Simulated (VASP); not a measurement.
# Fe (P6_3/mmc) in VASP: notebook, part 3 of 3

VASP 6.6.1. Earlier steps stand in the parts before.

### 5 Relaxation of cell and atoms, revPBE+D4, collinear spin, ferromagnetic start

This run uses another cell than the first one, of 9.86 Å³/atom.

INCAR

```
SYSTEM = Fe
ALGO = Normal
EDIFF = 1E-7
EDIFFG = -0.02
ENCUT = 600
GGA = RE
GGA_COMPAT = .FALSE.
IBRION = 2
ISIF = 3
ISMEAR = -1
ISPIN = 2
IVDW = 13
LASPH = .TRUE.
LCHARG = .FALSE.
LMAXMIX = 4
LORBIT = 11
LREAL = .FALSE.
LWAVE = .FALSE.
MAGMOM = 3 3
NELM = 200
NELMIN = 4
NSW = 80
PREC = Accurate
SIGMA = 0.05
```

KPOINTS

```
k-points
0
G
  12 12 7
  0 0 0
```

POSCAR

```
Fe
1.0
    2.4341575853      0.0000000000      0.0000000000
   -1.2170787927      2.1080423057      0.0000000000
    0.0000000000      0.0000000000      3.8419344700
Fe
2
Direct
    0.6666666667      0.3333333333      0.7500000000
    0.3333333333      0.6666666667      0.2500000000
```

Potentials or basis: VASP PAW PBE potentials, release 64 (Fe).

The run is started by

```sh
cat potpaw_PBE.64/Fe/POTCAR > POTCAR
mpirun -np 1 vasp_std > vasp.out
```

OUTCAR:

```text
SYSTEM = Fe
   EDIFF = 1E-7
   EDIFFG = -0.02
   ENCUT = 600
   GGA = RE
   IBRION = 2
   ISIF = 3
   ISMEAR = -1
   ISPIN = 2
   IVDW = 13
   LASPH = .TRUE.
   LORBIT = 11
   LREAL = .FALSE.
   NELM = 200
   NELMIN = 4
   NSW = 80
   PREC = Accurate

 ion  position               nearest neighbor table
   1  0.667  0.333  0.750-   2 2.38   2 2.38   2 2.38   2 2.38   2 2.38   2 2.38
   2  0.333  0.667  0.250-   1 2.38   1 2.38   1 2.38   1 2.38   1 2.38   1 2.38

  LATTYP: Found a hexagonal cell.
 ALAT       =     2.4341575853
 C/A-ratio  =     1.5783425417

  Lattice vectors:

 A1 = (   2.4341575853,   0.0000000000,   0.0000000000)
 A2 = (  -1.2170787927,   2.1080423057,   0.0000000000)
 A3 = (   0.0000000000,   0.0000000000,   3.8419344700)

Analysis of symmetry for initial positions (statically):
=====================================================================
 Subroutine PRICEL returns:
 Original cell was already a primitive cell.
[... 759 lines left out ...]
      9       7.5312      0.00537
     10       7.6238      0.00084
     11       8.2360      0.00000
     12      13.2557      0.00000
     13      17.8350      0.00000
     14      19.6216      0.00000
     15      24.5043      0.00000

 [... further k-points ...]

 spin component 2

 k-point     1 :       0.0000    0.0000    0.0000
  band No.  band energies     occupation
      1      -1.7968      1.00000
      2       2.1897      1.00000
      3       5.5495      1.00000
      4       5.5495      1.00000
      5       5.6628      1.00000
      6       6.0254      1.00000
      7       6.0254      1.00000
      8       6.3952      1.00000
      9       6.3952      1.00000
     10       7.7461      0.00007
     11       7.9802      0.00000
     12       7.9802      0.00000
     13      16.2080      0.00000
     14      29.3216      0.00000
[... 448 lines left out ...]
  FREE ENERGIE OF THE ION-ELECTRON SYSTEM (eV)
  ---------------------------------------------------
  free  energy   TOTEN  =       -16.7448259139 eV

  energy  without entropy=      -16.7251206443  energy(sigma->0) =      -16.73497328

 reached required accuracy - stopping structural energy minimisation

 total charge

# of ion       s       p       d       tot
------------------------------------------
    1        0.547   0.659   6.360   7.565
    2        0.547   0.659   6.360   7.565
--------------------------------------------------
tot          1.093   1.317  12.720  15.131

 magnetization (x)

# of ion       s       p       d       tot
------------------------------------------
    1       -0.000  -0.000  -0.000  -0.000
    2       -0.000  -0.000  -0.000  -0.000
--------------------------------------------------
tot         -0.000  -0.000  -0.000  -0.000
```

CONTCAR:

```text
Fe
   1.00000000000000
     2.4395714354502807   -0.0000000000001279   -0.0000000000000000
    -1.2197857177753622    2.1127308374625930    0.0000000000000000
     0.0000000000000000   -0.0000000000000000    3.8686201529996689
  Fe
     2
Direct
     0.6666666667000030    0.3333333332999970    0.7500000000000000
     0.3333333332999970    0.6666666667000030    0.2500000000000000

  0.00000000E+00  0.00000000E+00  0.00000000E+00
  0.00000000E+00  0.00000000E+00  0.00000000E+00
```

Run time: 7.9 min. Hardware: 1 thread of Intel Xeon 8259CL, shared host; peak memory 0.17 GiB.

Results:

| Property | Result |
| --- | --- |
| Free energy | -16.7448 eV |
| Relaxed volume | 9.97 Å³/atom |
| Relaxed cell | a = 2.440 Å, b = 2.440 Å, c = 3.869 Å, α = 90.00°, β = 90.00°, γ = 120.00° |
| Space group after relaxing (to 0.1 Å) | P6_3/mmc (No. 194) |
| Energy gained by relaxing | 1.4 meV/atom |
| Ionic steps | 4 |
| Pressure after relaxing | 0.0 GPa |
| Band gap on the k mesh | zero (filled and empty bands overlap) |
| Net moment | 0.00 μB per cell |
| Valence electrons inside the program's atomic spheres | Fe 7.57 |
| Dispersion energy per atom | -0.669 eV |

Stress tensor (GPa, compression positive):
```
 0.11  0.00  0.00
 0.00  0.11  0.00
 0.00  0.00 -0.11
```

The path:
```
step  energy change (eV)  largest force (eV/Å)  pressure (GPa)  volume (Å³)
   1              0.0000                0.0000            3.63        19.71
   2              0.0052                0.0000           -5.97        20.36
   3             -0.0028                0.0000           -0.11        19.95
   4             -0.0029                0.0000            0.04        19.94
```

Final structure:
```yaml
crystal:
  lattice:
    - [2.43957, 0.00000, 0.00000]
    - [-1.21979, 2.11273, 0.00000]
    - [0.00000, 0.00000, 3.86862]
  atoms:
    - { symbol: Fe, position: [0.66667, 0.33333, 0.75000] }
    - { symbol: Fe, position: [0.33333, 0.66667, 0.25000] }
```

Levels at points of the mesh, in eV from the Fermi level:
Spin up:
```
           k point  band 4  band 5  band 6  band 7  band 8  band 9  band 10  band 11  band 12  band 13
(0.00, 0.00, 0.00)   -1.72   -1.61   -1.24   -1.24   -0.87   -0.87     0.48     0.71     0.71     8.94
(0.50, 0.00, 0.00)   -2.11   -2.02   -1.60   -1.13    0.83    1.06     1.08     2.73     4.94    11.43
```
Spin down:
| k point | band 5 | band 6 | band 7 | band 8 | band 9 | band 10 | band 11 | band 12 |
| --- | --- | --- | --- | --- | --- | --- | --- | --- |
| (0.00, 0.00, 0.00) | -1.61 | -1.24 | -1.24 | -0.87 | -0.87 | 0.48 | 0.71 | 0.71 |
| (0.50, 0.00, 0.00) | -2.02 | -1.60 | -1.13 | 0.83 | 1.06 | 1.08 | 2.73 | 4.94 |

Caveat: the PAW data sets were made with another functional, which shifts forces and pressure a little.

### 6 Single point, revPBE+D4, collinear spin, ferromagnetic start

INCAR

```
  PREC = Accurate
  ENCUT = 600
  EDIFF = 1E-6
  ISMEAR = -1
  SIGMA = 0.05
  LREAL = F
  LASPH = T
  NELM = 200
  ALGO = Normal
  ISIF = 2
  LWAVE = F
  LCHARG = F
  ISPIN = 2
  MAGMOM = 3 3
  LORBIT = 11
  LMAXMIX = 4
  GGA = RE
  IVDW = 13
  NBANDS = 27
  GGA_COMPAT = F
```

KPOINTS

```
Automatic mesh
0
Gamma
  12 12 7
```

POSCAR

```
Fe
1.0
    2.4421979519      0.0000000000      0.0000000000
   -1.2210989760      2.1150054674      0.0000000000
    0.0000000000      0.0000000000      3.8714113426
Fe
2
Direct
    0.6666666667      0.3333333333      0.7500000000
    0.3333333333      0.6666666667      0.2500000000
```

Potentials or basis: VASP PAW PBE potentials, release 64 (Fe_sv).

The run is started by

```sh
cat potpaw_PBE.64/Fe_sv/POTCAR > POTCAR
mpirun -np 1 vasp_std > vasp.out
```

OUTCAR:

```text
PREC = Accurate
   ENCUT = 600
   EDIFF = 1E-6
   ISMEAR = -1
   LREAL = F
   LASPH = T
   NELM = 200
   ISIF = 2
   ISPIN = 2
   LORBIT = 11
   GGA = RE
   IVDW = 13

 ion  position               nearest neighbor table
   1  0.667  0.333  0.750-   2 2.39   2 2.39   2 2.39   2 2.39   2 2.39   2 2.39
   2  0.333  0.667  0.250-   1 2.39   1 2.39   1 2.39   1 2.39   1 2.39   1 2.39

  LATTYP: Found a hexagonal cell.
 ALAT       =     2.4421979519
 C/A-ratio  =     1.5852160303

[... 1665 lines left out ...]
  in kB     -44.82195   -44.82195   -45.37154     0.00000    -0.00000     0.00000
  external pressure =      -45.01 kB  Pullay stress =        0.00 kB

 VOLUME and BASIS-vectors are now :
 -----------------------------------------------------------------------------
  energy-cutoff  :      600.00
  volume of cell :       20.00
      direct lattice vectors                 reciprocal lattice vectors
     2.442197952  0.000000000  0.000000000     0.409467218  0.236406008  0.000000000
    -1.221098976  2.115005467  0.000000000     0.000000000  0.472812017  0.000000000
     0.000000000  0.000000000  3.871411343     0.000000000  0.000000000  0.258303733

 POSITION                                       TOTAL-FORCE (eV/Angst)
 -----------------------------------------------------------------------------------
      1.22110      0.70500      2.90356         0.000000     -0.000000      0.000000
     -0.00000      1.41000      0.96785        -0.000000      0.000000      0.000000
 -----------------------------------------------------------------------------------
    total drift:                               -0.000000      0.000000     -0.000000

  FREE ENERGIE OF THE ION-ELECTRON SYSTEM (eV)
  ---------------------------------------------------
  free  energy   TOTEN  =       -16.9862829416 eV

  energy  without entropy=      -16.9662927147  energy(sigma->0) =      -16.97628783

 total charge

# of ion       s       p       d       tot
------------------------------------------
    1        2.209   6.060   5.546  13.816
    2        2.209   6.060   5.546  13.816
--------------------------------------------------
tot          4.418  12.121  11.092  27.631

 magnetization (x)

# of ion       s       p       d       tot
------------------------------------------
    1       -0.000   0.000  -0.000  -0.000
    2       -0.000   0.000  -0.000  -0.000
--------------------------------------------------
tot         -0.000   0.000  -0.000  -0.000
```

stdout:

```text
POSCAR found type information on POSCAR Fe
 POSCAR found :  1 types and       2 ions
 scaLAPACK will be used
 -----------------------------------------------------------------------------
|                                                                             |
|                                                                             |
|     You enforced a specific xc type in the INCAR file but a different       |
|     I HOPE YOU KNOW WHAT YOU ARE DOING!                                     |
|                                                                             |
 -----------------------------------------------------------------------------

 LDA part: xc-table for (Slater+PW92), standard interpolation
 POSCAR, INCAR and KPOINTS ok, starting setup
 FFT: planning ... GRIDC
 FFT: planning ... GRID_SOFT
 FFT: planning ... GRID
 WAVECAR not read
 entering main loop
```

Wall time 46 s (1 thread of AMD EPYC 9R45 (Zen 5), shared host); peak memory 0.16 GiB.

What came out:

```
Free energy                                           : -16.9863 eV
Pressure                                              : -4.5 GPa
Band gap on the k mesh                                : zero (filled and empty bands overlap)
Net moment                                            : 0.00 μB per cell
Valence electrons inside the program's atomic spheres : Fe 13.82
Dispersion energy per atom                            : -0.667 eV
```

Caveat: the cell stands under tension; the PAW data sets were made with another functional, which shifts forces and pressure a little.
